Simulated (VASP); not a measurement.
Input of a VASP 6.6.1 run:

INCAR

```
SYSTEM = PtSe2
  PREC = Accurate
  ENCUT = 520
  EDIFF = 1E-6
  ISMEAR = 0
  SIGMA = 0.1
  LREAL = .False.
  LASPH = .True.
  NELM = 100
  ALGO = Normal
  ISIF = 2
  LWAVE = .False.
  LCHARG = .False.
  GGA = PS
  NBANDS = 18
```

File KPOINTS:

```
regular mesh
0
Gamma
  15 15 8
  0 0 0
```

Contents of POSCAR:

```
PtSe2
1.0
    3.7603063705      0.0000000000      0.0000000000
   -1.8801531853      3.2565208429      0.0000000000
    0.0000000000      0.0000000000      4.8632412210
Pt Se
1 2
Direct
    0.0000000000      0.0000000000      0.0000000000
    0.3333333333      0.6666666667      0.2607783429
    0.6666666667      0.3333333333      0.7392216571
```

Potentials or basis: VASP PAW PBE potentials, release 64 (Pt, Se).

Run with:

```bash
$ cat potpaw_PBE.64/Pt/POTCAR potpaw_PBE.64/Se/POTCAR > POTCAR
$ mpirun -np 1 vasp_std > vasp.out
```

(1) Predict the pressure.

(2) Estimate the largest force.

Results:

(1) 0.1 GPa.

(2) 0.015 eV/Å.

Caveat: the PAW data sets were made with another functional, which shifts forces and pressure a little.
